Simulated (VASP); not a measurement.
Wanted: the native input for a VASP 6.6.1 run.

| Quantity | Value |
| --- | --- |
| Task | single point |
| Functional | PBEsol |
| Potentials or basis | VASP PAW PBE potentials, release 64 (Si, Ge_d) |
| Cutoff | 520 eV |
| k mesh | 12 × 12 × 6 |
| Occupations | gaussian, width 0.02 eV |
| Spin | no spin polarisation |
| Dipole correction | no |
| Further INCAR settings | ALGO = Normal; EDIFF = 1e-07; NBANDS = 26 |

The structure of SiGe lies in POSCAR:

```
SiGe
1.0
    3.9005968931      0.0000000000      0.0000000000
   -1.9502984466      3.3780159994      0.0000000000
    0.0000000000      0.0000000000      6.4433927721
Si Ge
2 2
Direct
    0.6666666667      0.3333333333      0.8745463420
    0.3333333333      0.6666666667      0.3745463420
    0.6666666667      0.3333333333      0.5004526580
    0.3333333333      0.6666666667      0.0004526580
```

One way to write it, as run:

INCAR

```
SYSTEM = SiGe
  ALGO = Normal
  EDIFF = 1E-7
  ENCUT = 520
  GGA = PS
  ISIF = 2
  ISMEAR = 0
  LASPH = .True.
  LCHARG = .True.
  LELF = .True.
  LREAL = .False.
  LVHAR = .True.
  LWAVE = .False.
  NBANDS = 26
  NELM = 100
  PREC = Accurate
  SIGMA = 0.02
```

KPOINTS

```
k-points
0
Gamma
  12 12 6
  0 0 0
```

Potentials or basis: VASP PAW PBE potentials, release 64 (Si, Ge_d).

Command:

```console
$ cat potpaw_PBE.64/Si/POTCAR potpaw_PBE.64/Ge_d/POTCAR > POTCAR
$ mpirun -np 1 vasp_std > vasp.out
```

Results of the run:

```
Pressure               : 0.0 GPa
Band gap on the k mesh : 0.35 eV (least direct gap 0.41 eV)
```

Caveat: the PAW data sets were made with another functional, which shifts forces and pressure a little.

It took 120 s on 1 thread of Intel(R) Xeon(R) Platinum 8259CL CPU @ 2.50GHz (Skylake/Cascade Lake), with other jobs on the host, peak memory 0.29 GiB.
